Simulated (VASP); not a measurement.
Input of a VASP 6.6.1 run:

The input INCAR:

```
SYSTEM = Al
PREC     = Accurate       ! precision mode
ENCUT    = 520            ! plane-wave cutoff, eV
EDIFF    = 1E-6           ! SCF threshold, eV
ISMEAR   = 0              ! smearing method
SIGMA    = 0.15           ! smearing width, eV
LREAL    = .FALSE.        ! projectors in reciprocal space
LASPH    = .TRUE.         ! aspherical terms in the spheres
NELM     = 60             ! most SCF steps
ALGO     = Normal         ! electronic algorithm
ISIF     = 2              ! what is computed and relaxed
LWAVE    = .FALSE.        ! write WAVECAR
LCHARG   = .FALSE.        ! write CHGCAR
NBANDS   = 8              ! bands
```

Contents of KPOINTS:

```
regular mesh
0
G
  20 20 20
  0 0 0
```

Contents of POSCAR:

```
Al
1.0
   -1.6707796245      1.6707796245      1.5514382228
    1.6707796245     -1.6707796245      1.5514382228
    1.6707796245      1.6707796245     -1.5514382228
Al
1
Direct
    0.0000000000      0.0000000000      0.0000000000
```

Potentials or basis: VASP PAW LDA potentials, release 64 (Al).

The run is started by

```sh
$ cat potpaw_LDA.64/Al/POTCAR > POTCAR
$ mpirun -np 1 vasp_std > vasp.out
```

What does it give for the band gap on the k mesh?

Zero (an odd number of electrons rules out a gap without spin polarisation).

Estimate the pressure.

-4.3 GPa.

Stress tensor (GPa, compression positive):
```
-3.66  0.00  0.00
 0.00 -3.66  0.00
 0.00  0.00 -5.58
```

Caveat: the cell differs from its parent crystal (strain +0.050 along x and y, -0.025 along z); the cell stands under tension.
